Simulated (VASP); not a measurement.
## ScSbTe: single point with r2SCAN

Crystal: ScSbTe.

```
Sb Te Sc
1.0
     0.00000    4.15322    0.00000
     4.15322    0.00000    0.00000
     2.07661    2.07661   -8.96757
Sb Te Sc
2 2 2
Direct
  0.50000 0.00000 0.00000
  0.00000 0.50000 0.00000
  0.31054 0.31054 0.37891
  0.68946 0.68946 0.62109
  0.14074 0.14074 0.71852
  0.85926 0.85926 0.28148
```

```json
{
 "Program": "VASP 6.6.1",
 "Task": "single point",
 "Functional": "r2SCAN",
 "Potentials or basis": "VASP PAW PBE potentials, release 64 (Sb, Te, Sc_sv)",
 "Cutoff": "520 eV",
 "k mesh": "7 × 7 × 7",
 "Occupations": "fermi-dirac, width 0.1 eV",
 "Spin": "no spin polarisation",
 "Dipole correction": "no",
 "Further INCAR settings": "ALGO = Normal; EDIFF = 1e-07; NBANDS = 31"
}
```

```yaml
Pressure: 0.2 GPa
Band_gap_on_the_k_mesh: 0.07 eV (least direct gap 0.15 eV)
```

Levels at points of the mesh, in eV from the valence-band top:
| k point | band 19 | band 20 | band 21 | band 22 | band 23 | band 24 | band 25 | band 26 |
| --- | --- | --- | --- | --- | --- | --- | --- | --- |
| (0.00, 0.00, 0.00) | -0.77 | -0.49 | -0.39 | -0.39 | 0.71 | 1.36 | 1.45 | 1.63 |

Wall time 20 min on 1 thread of Intel Xeon 8259CL (shared host), peak memory 0.41 GiB.

Caveat: the smearing spreads over this small gap; semilocal functionals underestimate gaps, and a narrow one can read as zero; the PAW data sets were made with another functional, which shifts forces and pressure a little; spin-orbit coupling is left out, which moves the levels of the heavy elements. A k mesh can miss the band edges.
